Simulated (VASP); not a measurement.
A run of VASP 6.6.1:

Contents of INCAR:

```
PREC = Accurate
ENCUT = 520
EDIFF = 1E-6
ISMEAR = 0
SIGMA = 0.1
LREAL = F
LASPH = T
NELM = 80
ALGO = Normal
ISIF = 2
LWAVE = F
LCHARG = T
GGA = PE
LELF = T
LVHAR = T
NBANDS = 23
```

KPOINTS

```
regular mesh
0
Gamma
  4 4 4
```

Contents of POSCAR:

```
NaTe3As
1.0
    5.5659058374      0.0000000000      0.0000000000
    0.0000000000      5.5659058374      0.0000000000
    0.0000000000      0.0000000000      5.5659058374
Na Te As
1 3 1
Direct
    0.0000000000      0.0000000000      0.0000000000
    0.0000000000      0.5000000000      0.5000000000
    0.5000000000      0.0000000000      0.5000000000
    0.5000000000      0.5000000000      0.0000000000
    0.5000000000      0.5000000000      0.5000000000
```

Potentials or basis: VASP PAW PBE potentials, release 64 (Na_pv, Te, As).

Command:

```sh
$ cat potpaw_PBE.64/Na_pv/POTCAR potpaw_PBE.64/Te/POTCAR potpaw_PBE.64/As/POTCAR > POTCAR
$ mpirun -np 1 vasp_std > vasp.out
```

Hardware: 1 thread of Intel Xeon 8259CL (shared host).

**Question.** Estimate the wall time of this run.

**Answer.** Wall time 75 s on 1 thread of Intel Xeon 8259CL, on a shared host, peak memory 0.27 GiB. Counts: scf iterations 13, k points 10.
